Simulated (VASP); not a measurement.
# MgBe2SeO2 (Cmmm) in VASP: a series of runs, part 2 of 2

VASP 6.6.1. The steps go on from the part before.

## 4. Relaxation of cell and atoms, PBE

File INCAR:

```
ALGO = Normal
EDIFF = 1E-6
EDIFFG = -0.04
ENCUT = 600
GGA = PE
IBRION = 2
ISIF = 3
ISMEAR = 0
LASPH = T
LCHARG = F
LREAL = F
LWAVE = F
NELM = 80
NSW = 90
PREC = Accurate
SIGMA = 0.1
```

File KPOINTS:

```
k-points
0
Gamma
  4 4 6
```

File POSCAR:

```
MgBe2SeO2
1.0
    2.6509164900     -4.5897855200      0.0000000000
    2.6509164900      4.5897855200      0.0000000000
    0.0000000000      0.0000000000      3.0075841500
Mg Be Se O
1 2 1 2
Direct
    0.5000000000      0.5000000000      0.0000000000
    0.1669560000      0.8330440000      0.0000000000
    0.8330440000      0.1669560000      0.0000000000
    0.0000000000      0.0000000000      0.5000000000
    0.0000000000      0.5000000000      0.5000000000
    0.5000000000      0.0000000000      0.5000000000
```

Potentials or basis: VASP PAW PBE potentials, release 64 (Mg, Be, Se, O).

Run with:

```sh
$ cat potpaw_PBE.64/Mg/POTCAR potpaw_PBE.64/Be/POTCAR potpaw_PBE.64/Se/POTCAR potpaw_PBE.64/O/POTCAR > POTCAR
$ mpirun -np 1 vasp_std > vasp.out
```

OUTCAR:

```text
EDIFF = 1E-6
   EDIFFG = -0.04
   ENCUT = 600
   GGA = PE
   IBRION = 2
   ISIF = 3
   ISMEAR = 0
   LASPH = T
   LREAL = F
   NELM = 80
   NSW = 90
   PREC = Accurate

 ion  position               nearest neighbor table
   1  0.500  0.500  0.000-   4 3.05   4 3.05   4 3.05   4 3.05
   2  0.167  0.833  0.000-   5 2.14   6 2.14   5 2.14   6 2.14   4 2.15   4 2.15
   3  0.833  0.167  0.000-   5 2.14   6 2.14   5 2.14   6 2.14   4 2.15   4 2.15
   4  0.000  0.000  0.500-   2 2.15   3 2.15   2 2.15   3 2.15   1 3.05   1 3.05   1 3.05   1 3.05

   5  0.000  0.500  0.500-   2 2.14   3 2.14   2 2.14   3 2.14
   6  0.500  0.000  0.500-   2 2.14   3 2.14   2 2.14   3 2.14

  LATTYP: Found a base centered orthorhombic cell.
 ALAT       =     5.3018329800
 B/A-ratio  =     1.7313957408
 C/A-ratio  =     0.5672725190

  Lattice vectors:

 A1 = (   2.6509164900,  -4.5897855200,   0.0000000000)
 A2 = (   2.6509164900,   4.5897855200,   0.0000000000)
[... 765 lines left out ...]

 [... further k-points ...]

[... ionic steps 4 to 11 ...]

--------------------------------------- Ionic step       12  -------------------------------------------

 number of electron      24.0000011 magnetization

------------------------ aborting loop because EDIFF is reached ----------------------------------------
[... 75 lines left out ...]
--------------------------------------- Ionic step       14  -------------------------------------------

 number of electron      24.0000008 magnetization

 Free energy of the ion-electron system (eV)
  ---------------------------------------------------
  ext. energy  EPLUGINS =         0.00000000
  ---------------------------------------------------
  free energy    TOTEN  =       -29.97972842 eV

  energy without entropy =      -29.97419676  energy(sigma->0) =      -29.97696259

 E-fermi :   5.2163     XC(G=0):  -9.5845

 val. band max:        5.1167503868   @ k =   0.5000   0.0000   0.0000
 cond. band min:       5.2281172339   @ k =   0.2500   0.2500   0.0000
 fundamental gap:      0.1113668472
 Fermi energy:         5.2163214913

 k-point     1 :       0.0000    0.0000    0.0000
  band No.  band energies     occupation
      1     -15.8296      2.00000
      2     -14.6285      2.00000
      3     -11.4182      2.00000
      4      -3.5380      2.00000
      5      -2.2590      2.00000
      6      -1.4357      2.00000
[... 480 lines left out ...]
  FREE ENERGIE OF THE ION-ELECTRON SYSTEM (eV)
  ---------------------------------------------------
  free  energy   TOTEN  =       -29.9797284189 eV

  energy  without entropy=      -29.9741967644  energy(sigma->0) =      -29.97696259

 reached required accuracy - stopping structural energy minimisation
```

OSZICAR:

```text
N       E                     dE             d eps       ncg     rms          rms(c)
DAV:   1     0.126055926146E+03    0.12606E+03   -0.12266E+04   896   0.149E+03
DAV:   2    -0.183114246191E+02   -0.14437E+03   -0.14140E+03  1280   0.256E+02
DAV:   3    -0.286814922097E+02   -0.10370E+02   -0.10325E+02  1088   0.828E+01
[... 137 lines left out ...]
DAV:   2    -0.299800382446E+02    0.45027E-02   -0.18095E-02  1000   0.970E-01    0.107E-01
DAV:   3    -0.299798236073E+02    0.21464E-03   -0.62463E-04  1040   0.186E-01    0.533E-02
DAV:   4    -0.299797304844E+02    0.93123E-04   -0.21161E-04  1168   0.109E-01    0.144E-02
DAV:   5    -0.299797287398E+02    0.17446E-05   -0.29275E-05  1024   0.383E-02    0.689E-03
DAV:   6    -0.299797284189E+02    0.32093E-06   -0.12738E-06   704   0.928E-03
  14 F= -.29979728E+02 E0= -.29976963E+02  d E =-.164981E-02
```

CONTCAR:

```text
MgBe2SeO2
   1.00000000000000
     2.4394086112380600   -6.4308693570574320    0.0000000000000000
     2.4394086112380600    6.4308693570574320    0.0000000000000000
     0.0000000000000000    0.0000000000000000    2.4913493717232091
  Mg              Be              Se              O
     1     2     1     2
Direct
     0.5000000000000000    0.5000000000000000    0.0000000000000000
     0.2463484130305799    0.7536515869694200    0.0000000000000000
     0.7536515869694201    0.2463484130305799    0.0000000000000000
     0.0000000000000000    1.0000000000000000    0.5000000000000000
     0.0000000000000000    0.5000000000000000    0.5000000000000000
     0.5000000000000000    1.0000000000000000    0.5000000000000000

  0.00000000E+00  0.00000000E+00  0.00000000E+00
  0.00000000E+00  0.00000000E+00  0.00000000E+00
  0.00000000E+00  0.00000000E+00  0.00000000E+00
  0.00000000E+00  0.00000000E+00  0.00000000E+00
  0.00000000E+00  0.00000000E+00  0.00000000E+00
  0.00000000E+00  0.00000000E+00  0.00000000E+00
```

It took 5.8 min on 1 thread of Intel Xeon Platinum 8375C at 2.90GHz (Ice Lake), shared host; peak memory 0.24 GiB.

What came out:

```yaml
Free_energy: -29.9797 eV
Relaxed_volume: 13.03 Å³/atom
Relaxed_cell: a = 6.878 Å, b = 6.878 Å, c = 2.491 Å, α = 90.00°, β = 90.00°, γ = 138.45°
Space_group_after_relaxing_to_0.05_Å: Cmmm (No. 65)
Energy_gained_by_relaxing: 929.4 meV/atom
Ionic_steps: 14
Pressure_after_relaxing: 0.1 GPa
Largest_force_after_relaxing: 0.027 eV/Å
Band_gap_on_the_k_mesh: zero (band 12 reaches 5.36 eV, above the bottom of band 13 at 4.07 eV)
```

Forces on the atoms (eV/Å):
```
Mg   0.000  0.000  0.000
Be   0.000  0.027  0.000
Be   0.000 -0.027  0.000
Se   0.000  0.000  0.000
O    0.000  0.000  0.000
O    0.000  0.000  0.000
```

Stress tensor (GPa, compression positive):
```
0.07 0.00 0.00
0.00 0.13 0.00
0.00 0.00 0.01
```

Step by step:
| step | energy change (eV) | largest force (eV/Å) | pressure (GPa) | volume (Å³) |
| --- | --- | --- | --- | --- |
| 1 | 0.0000 | 3.2455 | -0.20 | 73.19 |
| 2 | -1.9288 | 2.8841 | -5.27 | 72.80 |
| 3 | -3.7486 | 1.7277 | -3.99 | 71.60 |
| 4 | -4.2816 | 0.0969 | 22.38 | 67.03 |
| 5 | -4.9037 | 0.9208 | 3.72 | 69.76 |
| 6 | -4.8668 | 0.3088 | 13.60 | 68.20 |
| 7 | -4.9890 | 0.6223 | 8.81 | 68.89 |
| 8 | -5.3994 | 0.2553 | -2.34 | 79.00 |
| 9 | -5.5070 | 0.0289 | 0.45 | 75.84 |
| 10 | -5.5742 | 0.0564 | -0.57 | 78.89 |
| 11 | -5.5748 | 0.0535 | -0.42 | 78.60 |
| 12 | -5.5748 | 0.0541 | -0.47 | 78.65 |
| 13 | -5.5751 | 0.0030 | 0.57 | 77.74 |
| 14 | -5.5764 | 0.0267 | 0.07 | 78.17 |

Final structure:
```xyz
6
Lattice="2.4394 -6.4309 0.0000 2.4394 6.4309 0.0000 0.0000 0.0000 2.4913" Properties=species:S:1:pos:R:3 pbc="T T T"
Mg    2.4394    0.0000    0.0000
Be    2.4394    3.2624    0.0000
Be    2.4394   -3.2624    0.0000
Se    2.4394    6.4309    1.2457
O     1.2197    3.2154    1.2457
O     3.6591    3.2154    1.2457
```

Levels at points of the mesh, in eV from the Fermi level:
```csv
k point,band 8,band 9,band 10,band 11,band 12,band 13,band 14,band 15,band 16
"(0.00, 0.00, 0.00)",-4.03,-4.02,-3.75,-3.70,-2.83,1.78,1.99,3.24,3.57
"(0.50, 0.00, 0.00)",-5.76,-4.14,-3.59,-3.59,-0.10,0.62,3.19,3.72,4.89
"(0.50, 0.50, 0.00)",-4.25,-4.22,-3.75,-3.09,-2.83,0.25,4.24,4.37,4.48
"(0.00, 0.00, 0.50)",-4.53,-3.41,-2.60,-2.54,-1.17,0.85,1.00,2.60,3.38
"(0.50, 0.00, 0.50)",-5.84,-4.32,-3.71,-3.52,-1.26,0.37,2.81,3.06,4.50
"(0.50, 0.50, 0.50)",-4.27,-3.06,-3.00,-2.54,-1.70,1.01,1.61,2.67,3.09
```

## 5. The runs side by side

```tsv
task	cell	cutoff (eV)	gap on the mesh (eV)	pressure (GPa)	largest force (eV/Å)
single point	a = 5.300, b = 5.300, c = 3.008 Å, angles 90.0, 90.0, 120.0°, 6 atoms	520	none	-0.1	3.24
single point	a = 8.259, b = 8.259, c = 2.488 Å, angles 90.0, 90.0, 145.7°, 6 atoms	520	none	0.2	0.01
relaxation of cell and atoms	relaxed from a = 5.300, b = 5.300, c = 3.008 Å, angles 90.0, 90.0, 120.0°, 6 atoms	600	none	0.1	0.03
```

Alike in all rows: level PBE; potentials or basis VASP PAW PBE potentials, release 64 (Mg, Be, Se, O); no spin polarisation; k mesh 4 × 4 × 6; smearing gaussian 0.1 eV.

Caveats: some runs use coarse meshes; forces of over 1 eV/Å act on the atoms, so gaps and moduli don't describe the material at rest (some runs).

Absolute energies hang on the potentials; compare differences alone.
